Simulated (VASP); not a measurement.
CdS, 2 atoms in the cell. It takes space group F-43m (No. 216, cubic). The conventional cell has a = 5.851 Å, b = 5.851 Å, c = 5.851 Å, α = 90.00°, β = 90.00°, γ = 90.00°. Within 3.3 Å of Cd (site symmetry -43m) lie 4 S at 2.53 Å. Within 3.3 Å of S (site symmetry -43m) lie 4 Cd at 2.53 Å. 

```yaml
Program: VASP 6.6.1
Task: single point
Functional: PBE
Dispersion: D3(BJ)
Potentials_or_basis: VASP PAW PBE potentials, release 64 (Cd, S)
Cutoff: 520 eV
k_mesh: 8 × 8 × 8
Occupations: gaussian, width 0.02 eV
Spin: no spin polarisation
Dipole_correction: no
Further_INCAR_settings: ALGO = Normal; EDIFF = 1e-06; NBANDS = 16
```

Potentials or basis: VASP PAW PBE potentials, release 64 (Cd, S).

Run with:

```bash
$ cat potpaw_PBE.64/Cd/POTCAR potpaw_PBE.64/S/POTCAR > POTCAR
$ mpirun -np 1 vasp_std > vasp.out
```

Hardware: 1 thread of AMD EPYC 9R45 96-Core Processor (Zen 5), with other jobs on the host.

Question: How long does it take, and how much memory?

Answer: Wall time 15 s on 1 thread of AMD EPYC 9R45 96-Core Processor (Zen 5) (shared host), peak memory 0.16 GiB. Counts: scf iterations 14, k points 29.
